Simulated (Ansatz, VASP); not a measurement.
One calculation of GaP, two programs

The input POSCAR:

```
GaP
1.0
    0.0000000000      2.7365095100      2.7365095100
    2.7365095100      0.0000000000      2.7365095100
    2.7365095100      2.7365095100      0.0000000000
Ga P
1 1
Direct
    0.0000000000      0.0000000000      0.0000000000
    0.2500000000      0.2500000000      0.2500000000
```

The input INCAR.step1:

```
SYSTEM = GaP
PREC = Accurate ; ENCUT = 520
EDIFF = 1E-5 ; ISMEAR = -1
SIGMA = 0.05 ; LREAL = .False.
LASPH = .True. ; NELM = 80
ALGO = Normal ; ISIF = 2
LWAVE = .True. ; LCHARG = .False.
NBANDS = 16 ; GGA = PE
```

The input INCAR.step2:

```
SYSTEM = GaP
PREC = Accurate ; ENCUT = 520
EDIFF = 1E-6 ; ISMEAR = -1
SIGMA = 0.05 ; LREAL = .False.
LASPH = .True. ; NELM = 80
ALGO = Normal ; ISIF = 2
LWAVE = .False. ; LCHARG = .False.
GGA = PE ; LHFCALC = .True.
HFSCREEN = 0.2079 ; PRECFOCK = Normal
NBANDS = 16 ; ISTART = 1
```

File KPOINTS:

```
regular mesh
0
Gamma
  4 4 4
  0 0 0
```

Input for Ansatz:

```yaml
crystal:
  lattice:
    - [0.0, 2.736509509985, 2.736509509985]
    - [2.736509509985, 0.0, 2.736509509985]
    - [2.736509509985, 2.736509509985, 0.0]
  atoms:
    - { symbol: Ga, position: [0.0, 0.0, 0.0] }
    - { symbol: P, position: [0.25, 0.25, 0.25] }
kpoints:
  mp_grid: { grid: [4, 4, 4] }
hamiltonian:
  xc: hse06
  pseudopotentials: { kind: paw }
scf:
  occupations: { method: fermi_dirac, width: 0.05 }
  convergence: { dr2_threshold: "1e-10 eV" }
  exx: { energy_threshold: "2e-8 eV" }
output:
  forces: true
  stress: true
  eigenvalues: true
```

Alike in both runs: task single point; functional HSE06; k mesh 4 × 4 × 4; occupations fermi-dirac, width 0.05 eV; no spin polarisation.

|  | VASP | Ansatz |
| --- | --- | --- |
| version | VASP 6.6.1 | Ansatz 0.2.0 development build |
| potentials or method | VASP PAW PBE potentials, release 64 (Ga_d, P) | plane waves, PAW datasets (generated soft set 1) |
| plane-wave cutoff (eV) | 520 | 420 |
| valence electrons in the cell | 18 | 18 |

```csv
,VASP,Ansatz,Ansatz less VASP
gap on the k mesh at the Fermi level (eV),2.33,2.33,-0.003
```

The k mesh is coarse, so the values compare programs but aren't converged.
